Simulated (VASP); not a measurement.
A run of VASP 6.6.1:

The input INCAR:

```
SYSTEM = AlN
PREC     = Accurate       ! precision mode
ENCUT    = 600            ! plane-wave cutoff, eV
EDIFF    = 1E-6           ! SCF threshold, eV
ISMEAR   = 0              ! smearing method
SIGMA    = 0.02           ! smearing width, eV
LREAL    = .FALSE.        ! projectors in reciprocal space
LASPH    = .TRUE.         ! aspherical terms in the spheres
NELM     = 120            ! most SCF steps
ALGO     = Normal         ! electronic algorithm
ISIF     = 2              ! what is computed and relaxed
LWAVE    = .FALSE.        ! write WAVECAR
LCHARG   = .FALSE.        ! write CHGCAR
GGA      = PS             ! functional
NBANDS   = 16             ! bands
GGA_COMPAT= .FALSE.
```

The input KPOINTS:

```
regular mesh
0
G
  9 9 4
  0 0 0
```

The input POSCAR:

```
AlN
1.0
    3.0670711286      0.0000000000      0.0000000000
   -1.5335355643      2.6561615126      0.0000000000
    0.0000000000      0.0000000000      5.0269993239
Al N
2 2
Direct
    0.3333333333      0.6666666667      0.0022044359
    0.6666666667      0.3333333333      0.5022044359
    0.3333333333      0.6666666667      0.3797955641
    0.6666666667      0.3333333333      0.8797955641
```

Potentials or basis: VASP PAW PBE potentials, release 64 (Al, N).

Run with:

```console
$ cat potpaw_PBE.64/Al/POTCAR potpaw_PBE.64/N/POTCAR > POTCAR
$ mpirun -np 1 vasp_std > vasp.out
```

Hardware: 1 thread of Intel(R) Xeon(R) Platinum 8375C CPU @ 2.90GHz (Ice Lake), on a shared host.

How long does it take, and how much memory?

Wall time 20 s on 1 thread of Intel(R) Xeon(R) Platinum 8375C CPU @ 2.90GHz (Ice Lake) (shared host), peak memory 0.18 GiB. Counts: scf iterations 12, k points 36.
